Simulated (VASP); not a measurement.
# MgF2 (P4_2/mnm) in VASP: notebook, part 2 of 2

VASP 6.6.1. The steps go on from the part before.

### 3 Relaxation of shape and atoms at fixed volume, PBEsol (11.31 Å³/atom)

This run uses another cell than the first one, of 11.31 Å³/atom.

The input, INCAR:

```
SYSTEM = MgF2
PREC = Accurate
ENCUT = 600
EDIFF = 1E-7
ISMEAR = 0
SIGMA = 0.02
LREAL = .FALSE.
LASPH = .TRUE.
NELM = 120
ALGO = Normal
ISIF = 4
LWAVE = .FALSE.
LCHARG = .FALSE.
GGA = PS
IBRION = 2
NSW = 50
EDIFFG = -0.01
GGA_COMPAT = .FALSE.
NELMIN = 4
```

The input, KPOINTS:

```
Automatic mesh
0
G
  6 6 8
  0 0 0
```

The input, POSCAR:

```
MgF2
1.0
    4.6847193241      0.0000000000      0.0000000000
    0.0000000000      4.6847193241      0.0000000000
    0.0000000000      0.0000000000      3.0925136399
Mg F
2 4
Direct
    0.0000000000      0.0000000000      0.0000000000
    0.5000000000      0.5000000000      0.5000000000
    0.3033761543      0.3033761543      0.0000000000
    0.1966238457      0.8033761543      0.5000000000
    0.6966238457      0.6966238457      0.0000000000
    0.8033761543      0.1966238457      0.5000000000
```

Potentials or basis: VASP PAW PBE potentials, release 64 (Mg, F).

On the command line:

```bash
> cat potpaw_PBE.64/Mg/POTCAR potpaw_PBE.64/F/POTCAR > POTCAR
> mpirun -np 1 vasp_std > vasp.out
```

OUTCAR:

```text
SYSTEM = MgF2
   PREC = Accurate
   ENCUT = 600
   EDIFF = 1E-7
   ISMEAR = 0
   LREAL = .FALSE.
   LASPH = .TRUE.
   NELM = 120
   ISIF = 4
   GGA = PS
   IBRION = 2
   NSW = 50
   EDIFFG = -0.01
   NELMIN = 4

 ion  position               nearest neighbor table
   1  0.000  0.000  0.000-   3 2.01   5 2.01   4 2.02   6 2.02   4 2.02   6 2.02   2 3.66   2 3.66
                             2 3.66   2 3.66   2 3.66   2 3.66   2 3.66   2 3.66
   2  0.500  0.500  0.500-   4 2.01   6 2.01   5 2.02   3 2.02   3 2.02   5 2.02   1 3.66   1 3.66
                             1 3.66   1 3.66   1 3.66   1 3.66   1 3.66   1 3.66
   3  0.303  0.303  0.000-   1 2.01   2 2.02   2 2.02
   4  0.197  0.803  0.500-   2 2.01   1 2.02   1 2.02
   5  0.697  0.697  0.000-   1 2.01   2 2.02   2 2.02
   6  0.803  0.197  0.500-   2 2.01   1 2.02   1 2.02

  LATTYP: Found a simple tetragonal cell.
 ALAT       =     4.6847193241
 C/A-ratio  =     0.6601278382

  Lattice vectors:

 A1 = (   4.6847193241,   0.0000000000,   0.0000000000)
 A2 = (   0.0000000000,   4.6847193241,   0.0000000000)
 A3 = (   0.0000000000,   0.0000000000,   3.0925136399)

Analysis of symmetry for initial positions (statically):
=====================================================================
 Subroutine PRICEL returns:
 Original cell was already a primitive cell.

 Routine SETGRP: Setting up the symmetry group for a
 simple tetragonal supercell.

 Subroutine GETGRP returns: Found 16 space group operations
 (whereof  8 operations were pure point group operations)
 out of a pool of 16 trial point group operations.

The static configuration has the point symmetry D_2h.
 The point group associated with its full space group is D_4h.

Analysis of symmetry for dynamics (positions and initial velocities):
=====================================================================
 Subroutine PRICEL returns:
 Original cell was already a primitive cell.

 Routine SETGRP: Setting up the symmetry group for a
 simple tetragonal supercell.

 Subroutine GETGRP returns: Found 16 space group operations
 (whereof  8 operations were pure point group operations)
 out of a pool of 16 trial point group operations.

The dynamic configuration has the point symmetry D_2h.
 The point group associated with its full space group is D_4h.

 Subroutine INISYM returns: Found 16 space group operations
 (whereof  8 operations are pure point group operations),
 and found     1 'primitive' translations

----------------------------------------------------------------------------------------

                                     Primitive cell

  volume of cell :      67.8701

  direct lattice vectors                    reciprocal lattice vectors
     4.684719324  0.000000000  0.000000000     0.213459960  0.000000000  0.000000000
     0.000000000  4.684719324  0.000000000     0.000000000  0.213459960  0.000000000
     0.000000000  0.000000000  3.092513640     0.000000000  0.000000000  0.323361549

[... 49 lines left out ...]
  0.166667  0.000000  0.000000      4.000000
  0.333333  0.000000  0.000000      4.000000
  0.500000  0.000000  0.000000      2.000000
  0.166667  0.166667  0.000000      4.000000
  0.333333  0.166667  0.000000      8.000000
[... 16 lines left out ...]
  0.333333  0.000000  0.250000      8.000000
  0.500000  0.000000  0.250000      4.000000
 [... further k-points ...]
   k-points           NKPTS =     50   k-points in BZ     NKDIM =     50   number of bands    NBANDS=     20
   number of dos      NEDOS =    301   number of ions     NIONS =      6
   total plane-waves  NPLWV =  44800
   dimension x,y,z NGX =    40 NGY =   40 NGZ =   28
   dimension x,y,z NGXF=    80 NGYF=   80 NGZF=   56
   ions per type =               2   4
   NGX,Y,Z   is equivalent  to a cutoff of  14.19, 14.19, 15.05 a.u.
   NGXF,Y,Z  is equivalent  to a cutoff of  28.39, 28.39, 30.10 a.u.
 SYSTEM =  MgF2
   PREC   = accura    normal or accurate (medium, high low for compatibility)
   ISTART =      0    job   : 0-new  1-cont  2-samecut
   ICHARG =      2    charge: 1-file 2-atom 10-const
   ISPIN  =      1    spin polarized calculation?
   LNONCOLLINEAR =      F non collinear calculations
   LSORBIT =      F    spin-orbit coupling
   LASPH  =      T    aspherical Exc in radial PAW
   ENCUT  =  600.0 eV  44.10 Ry    6.64 a.u.   9.36  9.36  6.18*2*pi/ulx,y,z
   NELM   =    120;   NELMIN=  4; NELMDL= -5     # of ELM steps
   EDIFF  = 0.1E-06   stopping-criterion for ELM
   LREAL  =      F    real-space projection
   EDIFFG = -.1E-01   stopping-criterion for IOM
   NSW    =     50    number of steps for IOM
   IBRION =      2    ionic relax: 0-MD 1-quasi-New 2-CG
   NFREE  =      1    steps in history (QN), initial steepest desc. (CG)
   ISIF   =      4    stress and relaxation
   ISYM   =      2    0-nonsym 1-usesym 2-fastsym
   POTIM  = 0.5000    time-step for ionic-motion
   TEBEG  =    0.0;   TEEND  =   0.0 temperature during run
   PSTRESS=    0.0 pullay stress
   NELECT =      32.0000    total number of electrons
   NUPDOWN=      -1.0000    fix difference up-down
   EMIN   =  10.00;   EMAX   =-10.00  energy-range for DOS
   EFERMI =   0.00;   METHOD = LEGACY
   ISMEAR =     0;   SIGMA  =   0.02  broadening in eV -4-tet -1-fermi 0-gaus
   EFERMI_NEDOS =   21; number of points for ismear=-14 and -15
   IALGO  =     38    algorithm
   IMIX   =      4    mixing-type and parameters
     AMIX     =   0.40;   BMIX     =  1.00
     AMIX_MAG =   1.60;   BMIX_MAG =  1.00
  volume/ion in A,a.u.               =      11.31        76.34
  Fermi-wavevector in a.u.,A,eV,Ry     =   1.274183  2.407857 22.089644  1.623543
  Thomas-Fermi vector in A             =   2.406965
   LORBIT       =      0    0 simple, 1 ext, 2 COOP (PROOUT), +10 PAW based schemes
   GGA     = PS    functional components
   LHFCALC =     F    Hartree Fock is set to
   AEXX    =    0.0000 exact exchange contribution
   IVDW    =     0    specifies the selected vdW correction
   LEPSILON=     F    determine dielectric tensor
   LRPA    =     F    only Hartree local field effects (RPA)
 conjugate gradient relaxation of ions
 non-spin polarized calculation
 Gauss-broadening in eV      SIGMA  =   0.02
  energy-cutoff  :      600.00
  volume of cell :       67.87
 maximum number of plane-waves:      2308
 NGX is ok and might be reduce to    40
   NGX = 19   NGY = 19   NGZ = 13

--------------------------------------- Ionic step        1  -------------------------------------------

 number of electron      31.9999997 magnetization

 Free energy of the ion-electron system (eV)
  ---------------------------------------------------
  ext. energy  EPLUGINS =         0.00000000
  ---------------------------------------------------
  free energy    TOTEN  =       -32.58738553 eV

  energy without entropy =      -32.58738553  energy(sigma->0) =      -32.58738553

------------------------ aborting loop because EDIFF is reached ----------------------------------------

  FORCE on cell =-STRESS in cart. coord.  units (eV):
  Direction    XX          YY          ZZ          XY          YZ          ZX
  --------------------------------------------------------------------------------------
  -------------------------------------------------------------------------------------
  Total       -1.5010020     -1.5010020     -1.7129560      0.0000000      0.0000000      0.0000000
  in kB      -35.4334207    -35.4334207    -40.4369144      0.0000000      0.0000000      0.0000000
  external PRESSURE =     -37.1012519 kB  Pullay stress =       0.0000000 kB
[... 67 lines left out ...]
--------------------------------------- Ionic step        3  -------------------------------------------

 number of electron      31.9999992 magnetization

 Free energy of the ion-electron system (eV)
  ---------------------------------------------------
  ext. energy  EPLUGINS =         0.00000000
  ---------------------------------------------------
  free energy    TOTEN  =       -32.58806009 eV

  energy without entropy =      -32.58806009  energy(sigma->0) =      -32.58806009

 E-fermi :  -1.4409     XC(G=0):  -9.7950

 val. band max:       -1.5400234804   @ k =   0.0000   0.0000   0.0000
 cond. band min:       5.1364654596   @ k =   0.0000   0.0000   0.0000
 fundamental gap:      6.6764889399
 Fermi energy:        -1.4408807531

 k-point     1 :       0.0000    0.0000    0.0000
  band No.  band energies     occupation
      1     -22.0481      2.00000
      2     -21.2935      2.00000
      3     -21.2935      2.00000
      4     -21.2164      2.00000
      5      -5.5233      2.00000
      6      -3.9171      2.00000
[... 541 lines left out ...]
     19      12.5447      0.00000
     20      12.5447      0.00000

 [... further k-points ...]

------------------------ aborting loop because EDIFF is reached ----------------------------------------

  FORCE on cell =-STRESS in cart. coord.  units (eV):
  Direction    XX          YY          ZZ          XY          YZ          ZX
  --------------------------------------------------------------------------------------
  -------------------------------------------------------------------------------------
  Total       -1.5258702     -1.5258702     -1.5393303     -0.0000000      0.0000000      0.0000000
  in kB      -36.0204709    -36.0204709    -36.3382184     -0.0000000      0.0000000      0.0000000
  external PRESSURE =     -36.1263868 kB  Pullay stress =       0.0000000 kB
[... 21 lines left out ...]
  FREE ENERGIE OF THE ION-ELECTRON SYSTEM (eV)
  ---------------------------------------------------
  free  energy   TOTEN  =       -32.5880600889 eV

  energy  without entropy=      -32.5880600889  energy(sigma->0) =      -32.58806009

 reached required accuracy - stopping structural energy minimisation
```

Wall time 2.5 min (1 thread of Oxide Virtual Turin-like, shared host); peak memory 0.21 GiB.

What came out:

| Item | Value |
| --- | --- |
| Free energy | -32.5881 eV |
| Energy gained by relaxing | 0.1 meV/atom |
| Ionic steps | 3 |
| Pressure after relaxing | -3.6 GPa |
| Band gap on the k mesh | 6.68 eV |

Step by step:
| step | energy change (eV) | largest force (eV/Å) | pressure (GPa) | volume (Å³) |
| --- | --- | --- | --- | --- |
| 1 | 0.0000 | 0.0462 | -3.71 | 67.87 |
| 2 | -0.0005 | 0.0230 | -3.67 | 67.87 |
| 3 | -0.0007 | 0.0016 | -3.61 | 67.87 |

Final structure:
```
Mg F
1.0
     4.69021    0.00000    0.00000
     0.00000    4.69021    0.00000
     0.00000    0.00000    3.08527
Mg F
2 4
Direct
  0.00000 0.00000 0.00000
  0.50000 0.50000 0.50000
  0.30407 0.30407 0.00000
  0.19593 0.80407 0.50000
  0.69593 0.69593 0.00000
  0.80407 0.19593 0.50000
```

Caveat: the PAW data sets were made with another functional, which shifts forces and pressure a little. A k mesh can miss the band edges.

### 4 Relaxation of shape and atoms at fixed volume, PBEsol (11.64 Å³/atom)

This run uses another cell than the first one, of 11.64 Å³/atom.

The input, INCAR:

```
SYSTEM = MgF2
PREC     = Accurate       ! precision mode
ENCUT    = 600            ! plane-wave cutoff, eV
EDIFF    = 1E-7           ! SCF threshold, eV
ISMEAR   = 0              ! smearing method
SIGMA    = 0.02           ! smearing width, eV
LREAL    = .False.        ! projectors in reciprocal space
LASPH    = .True.         ! aspherical terms in the spheres
NELM     = 120            ! most SCF steps
ALGO     = Normal         ! electronic algorithm
ISIF     = 4              ! what is computed and relaxed
LWAVE    = .False.        ! write WAVECAR
LCHARG   = .False.        ! write CHGCAR
GGA      = PS             ! functional
IBRION   = 2              ! ionic algorithm
NSW      = 50             ! ionic steps
EDIFFG   = -0.01          ! ionic threshold
GGA_COMPAT= .False.      
NELMIN   = 4
```

The input, KPOINTS:

```
Automatic mesh
0
Gamma
  6 6 8
  0 0 0
```

The input, POSCAR:

```
MgF2
1.0
    4.7337584878      0.0000000000      0.0000000000
    0.0000000000      4.7337584878      0.0000000000
    0.0000000000      0.0000000000      3.1169886645
Mg F
2 4
Direct
    0.0000000000      0.0000000000      0.0000000000
    0.5000000000      0.5000000000      0.5000000000
    0.3040321448      0.3040321448      0.0000000000
    0.1959678552      0.8040321448      0.5000000000
    0.6959678552      0.6959678552      0.0000000000
    0.8040321448      0.1959678552      0.5000000000
```

On the command line:

```bash
> cat potpaw_PBE.64/Mg/POTCAR potpaw_PBE.64/F/POTCAR > POTCAR
> mpirun -np 1 vasp_std > vasp.out
```

Wall time 2.9 min (1 thread of Oxide Virtual Turin-like, shared host); peak memory 0.21 GiB.

Results (log left out):

```
Free energy               : -32.5355 eV
Energy gained by relaxing : 0.2 meV/atom
Ionic steps               : 3
Pressure after relaxing   : -5.8 GPa
Band gap on the k mesh    : 6.50 eV
```

The path:
```csv
step,energy change (eV),largest force (eV/Å),pressure (GPa),volume (Å³)
1,0.0000,0.0474,-5.98,69.85
2,-0.0006,0.0274,-5.93,69.85
3,-0.0010,0.0016,-5.85,69.85
```

Final structure:
```yaml
crystal:
  lattice:
    - [4.74172, 0.00000, 0.00000]
    - [0.00000, 4.74172, 0.00000]
    - [0.00000, 0.00000, 3.10653]
  atoms:
    - { symbol: Mg, position: [0.00000, 0.00000, 0.00000] }
    - { symbol: Mg, position: [0.50000, 0.50000, 0.50000] }
    - { symbol: F, position: [0.30486, 0.30486, 0.00000] }
    - { symbol: F, position: [0.19514, 0.80486, 0.50000] }
    - { symbol: F, position: [0.69514, 0.69514, 0.00000] }
    - { symbol: F, position: [0.80486, 0.19514, 0.50000] }
```

Levels at points of the mesh, in eV from the valence-band top:
```csv
k point,band 12,band 13,band 14,band 15,band 16,band 17,band 18,band 19,band 20
"(0.00, 0.00, 0.00)",-1.15,-0.73,-0.31,-0.31,0.00,6.50,11.63,11.63,13.11
"(0.50, 0.00, 0.00)",-1.28,-0.94,-0.94,-0.36,-0.36,8.84,8.84,12.85,12.85
"(0.50, 0.50, 0.00)",-1.20,-0.87,-0.87,-0.71,-0.71,10.39,10.39,10.67,10.67
"(0.00, 0.00, 0.50)",-1.35,-1.02,-1.02,-0.79,-0.79,11.15,11.15,14.31,14.31
"(0.50, 0.00, 0.50)",-1.26,-0.69,-0.69,-0.61,-0.61,12.07,12.07,12.66,12.66
"(0.50, 0.50, 0.50)",-1.33,-0.55,-0.55,-0.47,-0.47,12.46,12.46,12.75,12.75
```

Caveat: the PAW data sets were made with another functional, which shifts forces and pressure a little.

### 5 Summary

| task | cell | gap on the mesh (eV) | pressure (GPa) |
| --- | --- | --- | --- |
| single point | a = 4.811, b = 4.811, c = 3.132 Å, 6 atoms, atomic positions A | 6.29 | -8.3 |
| relaxation of shape and atoms at fixed volume | relaxed from a = 4.685, b = 4.685, c = 3.093 Å, 6 atoms, atomic positions B | 6.68 | -3.6 |
| relaxation of shape and atoms at fixed volume | relaxed from a = 4.734, b = 4.734, c = 3.117 Å, 6 atoms, atomic positions C | 6.50 | -5.8 |

Alike in all rows: level PBEsol; potentials or basis VASP PAW PBE potentials, release 64 (Mg, F); no spin polarisation; k mesh 6 × 6 × 8; cutoff (eV) 600; smearing gaussian 0.02 eV.

Caveats: the PAW data sets were made with another functional, which shifts forces and pressure a little; the cell stands under tension (at least some runs).

Total energies depend on the potentials used, so only differences within one code and one set of settings carry meaning.
